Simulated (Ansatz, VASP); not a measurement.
**One calculation of Co, two programs**

File INCAR:

```
  ALGO = Normal
  EDIFF = 1E-7
  ENCUT = 520
  GGA = PE
  ISIF = 2
  ISMEAR = 0
  ISPIN = 2
  LASPH = T
  LCHARG = T
  LELF = T
  LMAXMIX = 4
  LORBIT = 11
  LREAL = F
  LVHAR = T
  LWAVE = F
  MAGMOM = 2 2 2 2
  NBANDS = 30
  NELM = 150
  PREC = Accurate
  SIGMA = 0.027000000000000003
```

The input KPOINTS:

```
k-points
0
Gamma
  12 12 4
```

POSCAR

```
Co
1.0
    2.4705617809      0.0000000000      0.0000000000
   -1.2352808905      2.1395692639      0.0000000000
    0.0000000000      0.0000000000      8.0882338000
Co
4
Direct
    0.6666666667      0.3333333333      0.7500000000
    0.0000000000      0.0000000000      0.5000000000
    0.3333333333      0.6666666667      0.2500000000
    0.0000000000      0.0000000000      0.0000000000
```

Contents of input.yaml:

```yaml
crystal:
  lattice:
    - [2.4705617809, 0.0, 0.0]
    - [-1.2352808905, 2.1395692639, 0.0]
    - [0.0, 0.0, 8.0882338]
  atoms:
    - { symbol: Co, position: [0.6666666667, 0.3333333333, 0.75], spin: 2.0 }
    - { symbol: Co, position: [0.0, 0.0, 0.5], spin: 2.0 }
    - { symbol: Co, position: [0.3333333333, 0.6666666667, 0.25], spin: 2.0 }
    - { symbol: Co, position: [0.0, 0.0, 0.0], spin: 2.0 }
hamiltonian:
  xc: pbe
  pseudopotentials: { kind: paw }
magnetization:
  spin_polarized: true
kpoints:
  mp_grid: { grid: [12, 12, 4] }
scf:
  occupations: { method: gaussian, width: 0.027 }
output:
  forces: true
  stress: true
  eigenvalues: true
  write_density: true
  write_potential: true
  elf: true
  volumetric_format: npy
```

Alike in both runs: task single point; functional PBE; k mesh 12 × 12 × 4; occupations gaussian, width 0.027 eV; collinear spin.

```csv
,VASP,Ansatz
version,VASP 6.6.1,Ansatz 0.2.0
potentials or method,"VASP PAW PBE potentials, release 64 (Co)",Ansatz PAW
plane-wave cutoff (eV),520,420
valence electrons in the cell,36,68
```

```tsv
	VASP	Ansatz	Ansatz less VASP
gap on the k mesh at the Fermi level (eV)	none	none	-
pressure (GPa)	3.8	4.7	+0.91
traceless stress, the component that is largest in VASP (GPa)	-2.90	-3.08	-0.180
net moment per atom (μB)	1.65	1.66	+0.012
size of the moment on the site where the two differ most (μB)	1.67	1.74	+0.067
```

Site moments also hang on the region over which each program counts them. A gap of «none» marks a metal or a gap that the smearing closes. VASP's potentials hold 36 valence electrons a cell and Ansatz's 68, so a difference there can come from the potentials and not from the codes.
